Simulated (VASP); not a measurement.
Input of a VASP 6.6.1 run:

The input INCAR:

```
PREC = Accurate
ENCUT = 520
EDIFF = 1E-8
ISMEAR = -1
SIGMA = 0.15
LREAL = F
LASPH = T
NELM = 60
ALGO = Normal
ISIF = 2
LWAVE = F
LCHARG = F
GGA = CA
IBRION = 8
NSW = 1
```

Contents of KPOINTS:

```
regular mesh
0
Gamma
  14 14 12
```

Contents of POSCAR:

```
TaRu
1.0
    3.0060130845      0.0000000000      0.0000000000
    0.0000000000      3.0060130845      0.0000000000
    0.0000000000      0.0000000000      3.3616253964
Ta Ru
1 1
Direct
    0.5000000000      0.5000000000      0.5000000000
    0.0000000000      0.0000000000      0.0000000000
```

Potentials or basis: VASP PAW LDA potentials, release 64 (Ta_pv, Ru_pv).

Run with:

```sh
$ cat potpaw_LDA.64/Ta_pv/POTCAR potpaw_LDA.64/Ru_pv/POTCAR > POTCAR
$ mpirun -np 1 vasp_std > vasp.out
```

(1) What does it give for the highest phonon frequency at Γ?

Answers

(1) 157 cm⁻¹.

Caveat: the cell stands under pressure or tension, which shifts response properties.
